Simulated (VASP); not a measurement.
# Be (P6_3/mmc) in VASP: further runs, part 2 of 2

VASP 6.6.1. The steps go on from the part before.

## 4. Phonons, PBE+D3(BJ)

INCAR

```
SYSTEM = Be
PREC = Accurate
ENCUT = 600
EDIFF = 1E-8
ISMEAR = -1
SIGMA = 0.15
LREAL = .False.
LASPH = .True.
NELM = 120
ALGO = Normal
ISIF = 2
LWAVE = .False.
LCHARG = .False.
GGA = PE
IVDW = 12
NBANDS = 9
IBRION = 6
NFREE = 2
POTIM = 0.015
NSW = 1
GGA_COMPAT = .False.
```

KPOINTS

```
Automatic mesh
0
Gamma
  21 21 12
  0 0 0
```

POSCAR

```
Be
1.0
    2.2150643472      0.0000000000      0.0000000000
   -1.1075321736      1.9183019957      0.0000000000
    0.0000000000      0.0000000000      3.4983638154
Be
2
Direct
    0.3333333333      0.6666666667      0.2500000000
    0.6666666667      0.3333333333      0.7500000000
```

Potentials or basis: VASP PAW PBE potentials, release 64 (Be).

Started as:

```
$ cat potpaw_PBE.64/Be/POTCAR > POTCAR
$ mpirun -np 1 vasp_std > vasp.out
```

OUTCAR:

```text
SYSTEM = Be
   PREC = Accurate
   ENCUT = 600
   EDIFF = 1E-8
   ISMEAR = -1
   LREAL = .False.
   LASPH = .True.
   NELM = 120
   ISIF = 2
   GGA = PE
   IVDW = 12
   IBRION = 6
   NFREE = 2
   POTIM = 0.015
   NSW = 1
 IVDW          = 12

 ion  position               nearest neighbor table
   1  0.333  0.667  0.250-   2 2.17   2 2.17   2 2.17   2 2.17   2 2.17   2 2.17
   2  0.667  0.333  0.750-   1 2.17   1 2.17   1 2.17   1 2.17   1 2.17   1 2.17

  LATTYP: Found a hexagonal cell.
 ALAT       =     2.2150643472
 C/A-ratio  =     1.5793508752

  Lattice vectors:

 A1 = (   2.2150643472,   0.0000000000,   0.0000000000)
 A2 = (  -1.1075321736,   1.9183019957,   0.0000000000)
 A3 = (   0.0000000000,   0.0000000000,   3.4983638154)

Analysis of symmetry for initial positions (statically):
=====================================================================
 Subroutine PRICEL returns:
 Original cell was already a primitive cell.

 Routine SETGRP: Setting up the symmetry group for a
 hexagonal supercell.

 Subroutine GETGRP returns: Found 24 space group operations
 (whereof 12 operations were pure point group operations)
 out of a pool of 24 trial point group operations.

The static configuration has the point symmetry D_3d.
 The point group associated with its full space group is D_6h.

Analysis of symmetry for dynamics (positions and initial velocities):
=====================================================================
 Subroutine PRICEL returns:
 Original cell was already a primitive cell.

 Routine SETGRP: Setting up the symmetry group for a
 hexagonal supercell.

 Subroutine GETGRP returns: Found 24 space group operations
 (whereof 12 operations were pure point group operations)
 out of a pool of 24 trial point group operations.
[... 317 lines left out ...]
  free energy    TOTEN  =        -7.51117821 eV

  energy without entropy =       -7.49914946  energy(sigma->0) =       -7.50516383

 E-fermi :   7.5958     XC(G=0): -10.8105

 val. band max:        7.5768932422   @ k =   0.3333   0.0476   0.0000
 cond. band min:       7.6159241173   @ k =   0.3333   0.2857   0.0833
 fundamental gap:      0.0390308751
 Fermi energy:         7.5958316011

 k-point     1 :       0.0000    0.0000    0.0000
  band No.  band energies     occupation
      1      -4.1513      2.00000
      2       2.8466      2.00000
      3       8.8166      0.00058
      4      24.3951      0.00000
      5      24.3951      0.00000
      6      27.3522      0.00000
      7      27.3522      0.00000
      8      29.4723      0.00000
      9      35.7354      0.00000
[... 265 lines left out ...]
 k-point    24 :       0.1905    0.0952    0.0000
  band No.  band energies     occupation
      1      -2.2763      2.00000
      2       5.3362      2.00000
      3       9.0392      0.00013
      4      16.2089      0.00000
      5      18.6452      0.00000
      6      24.5877      0.00000
      7      25.4542      0.00000
      8      26.4908      0.00000
      9      30.3369      0.00000

 [... further k-points ...]

------------------------ aborting loop because EDIFF is reached ----------------------------------------

 Edisp (eV)   -0.75716

 E8    (eV) :    -0.2626
[... 25 lines left out ...]
  FREE ENERGIE OF THE ION-ELECTRON SYSTEM (eV)
  ---------------------------------------------------
  free  energy   TOTEN  =        -8.2683359143 eV

  energy  without entropy=       -8.2563071674  energy(sigma->0) =       -8.26232154

 INTERNAL STRAIN TENSORS FROM DISPLACED ATOMS
 ============================================

 INTERNAL STRAIN TENSOR FOR ION    1 for displacements in x,y,z  (eV/Angst):
          X           Y           Z          XY          YZ          ZX
  --------------------------------------------------------------------------------
  x     0.00000     0.00000     0.00000    -2.94739     0.00000     0.00000
  y    -2.94739     2.94739    -0.00000    -0.00000     0.00000     0.00000
  z    -0.00000    -0.00000     0.00000     0.00000     0.00000     0.00000

 INTERNAL STRAIN TENSOR FOR ION    2 for displacements in x,y,z  (eV/Angst):
          X           Y           Z          XY          YZ          ZX
  --------------------------------------------------------------------------------
  x     0.00000     0.00000     0.00000     2.94739     0.00000     0.00000
  y     2.94739    -2.94739     0.00000     0.00000     0.00000     0.00000
  z     0.00000     0.00000     0.00000     0.00000     0.00000     0.00000

 Eigenvectors and eigenvalues of the dynamical matrix
 ----------------------------------------------------

   1 f  =   22.600501 THz   142.003138 2PiTHz  753.871581 cm-1    93.468122 meV
             X         Y         Z           dx          dy          dz
     -0.000000  1.278868  0.874591     0.000000    0.000000    0.707107
      1.107532  0.639434  2.623773    -0.000000    0.000000   -0.707107
[... 16 lines left out ...]
   5 f  =    0.000000 THz     0.000000 2PiTHz    0.000000 cm-1     0.000000 meV
             X         Y         Z           dx          dy          dz
     -0.000000  1.278868  0.874591     0.000000    0.000000    0.707107
      1.107532  0.639434  2.623773    -0.000000    0.000000    0.707107

   6 f/i=    0.000000 THz     0.000001 2PiTHz    0.000004 cm-1     0.000000 meV
             X         Y         Z           dx          dy          dz
     -0.000000  1.278868  0.874591    -0.707107    0.000000    0.000000
      1.107532  0.639434  2.623773    -0.707107   -0.000000    0.000000

 ELASTIC MODULI CONTR FROM IONIC RELAXATION (kBar)
 Direction    XX          YY          ZZ          XY          YZ          ZX
 --------------------------------------------------------------------------------
 XX        -237.1630    237.1630     -0.0000      0.0000      0.0000      0.0000
 YY         237.1630   -237.1630      0.0000     -0.0000      0.0000      0.0000
 ZZ          -0.0000      0.0000     -0.0000      0.0000      0.0000      0.0000
 XY           0.0000     -0.0000      0.0000   -237.1630      0.0000      0.0000
 YZ           0.0000      0.0000      0.0000      0.0000      0.0000      0.0000
 ZX           0.0000      0.0000      0.0000      0.0000      0.0000      0.0000
 --------------------------------------------------------------------------------
```

OSZICAR:

```text
N       E                     dE             d eps       ncg     rms          rms(c)
DAV:   1    -0.180682447250E+01   -0.18068E+01   -0.19680E+03  6096   0.413E+02
DAV:   2    -0.753182411761E+01   -0.57250E+01   -0.55934E+01  9046   0.627E+01
[... 35 lines left out ...]
DAV:   1    -0.751364808354E+01   -0.24699E-02   -0.22053E-01  9480   0.198E+00    0.167E-01
DAV:   2    -0.751150131475E+01    0.21468E-02   -0.64942E-03 10003   0.354E-01    0.633E-02
DAV:   3    -0.751117506439E+01    0.32625E-03   -0.17317E-03 10434   0.145E-01    0.681E-03
DAV:   4    -0.751117806394E+01   -0.29996E-05   -0.18211E-05 10373   0.327E-02    0.232E-03
DAV:   5    -0.751117820811E+01   -0.14417E-06   -0.86020E-08 12140   0.220E-03    0.130E-04
DAV:   6    -0.751117820725E+01    0.86028E-09   -0.34814E-09  7874   0.339E-04
   5 F= -.82683359E+01 E0= -.82623215E+01  d E =-.120287E-01
```

stdout:

```text
POSCAR found type information on POSCAR Be
 POSCAR found :  1 types and       2 ions
 scaLAPACK will be used
 LDA part: xc-table for (Slater+PW92), standard interpolation
 POSCAR, INCAR and KPOINTS ok, starting setup
 FFT: planning ... GRIDC
 FFT: planning ... GRID_SOFT
 FFT: planning ... GRID
 WAVECAR not read
 entering main loop
 Found     2 degrees of freedom:
 Finite differences POTIM= 0.01500 DOF=   2
 bond charge predicted
 Finite differences progress:
 bond charge predicted
 Finite differences progress:
 bond charge predicted
 Finite differences progress:
 bond charge predicted
 Finite differences progress:
```

Wall time 2.9 min (1 thread of Intel Xeon Platinum 8488C (Sapphire Rapids), shared host); peak memory 0.45 GiB.

What came out:

```yaml
Highest_phonon_frequency_at_Γ: 754 cm⁻¹
Dispersion_energy_per_atom: -0.379 eV
```

Phonon frequencies in cm⁻¹ (negative: imaginary):
| q point | frequencies |
| --- | --- |
| (0.000, 0.000, 0.000) | 0 0 0 488 488 754 |
